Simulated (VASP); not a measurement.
Crystal: PtSe2.

```
Pt Se
1.0
     3.75153    0.00000    0.00000
    -1.87576    3.24892    0.00000
     0.00000    0.00000    6.51415
Pt Se
1 2
Direct
  0.00000 0.00000 0.00000
  0.33333 0.66667 0.20060
  0.66667 0.33333 0.79940
```

Base run:

| Property | Result |
| --- | --- |
| Program | VASP 6.6.1 |
| Functional | PBE |
| Potentials or basis | VASP PAW PBE potentials, release 64 (Pt, Se) |
| Cutoff | 520 eV |
| k mesh | 12 × 12 × 4 |
| Occupations | gaussian, width 0.02 eV |
| Spin | no spin polarisation |

Its results: band gap on the k mesh 0.88 eV (least direct gap 1.03 eV); pressure 0.0 GPa.

Q: The run is repeated on the same cell with these changes: functional from PBE to LDA; potentials or basis from VASP PAW PBE potentials, release 64 (Pt, Se) to VASP PAW LDA potentials, release 64 (Pt, Se). What comes out?

A: Band gap on the k mesh 0.78 eV (least direct gap 0.92 eV); pressure -5.1 GPa.

Caveats: spin-orbit coupling is left out, which moves the levels of the heavy elements; this functional lacks dispersion, which binds layers or chains, so the pressure and a relaxed spacing across them are unreliable (at least some runs); the cell stands under tension (at least some runs).

A k mesh can miss the band edges.
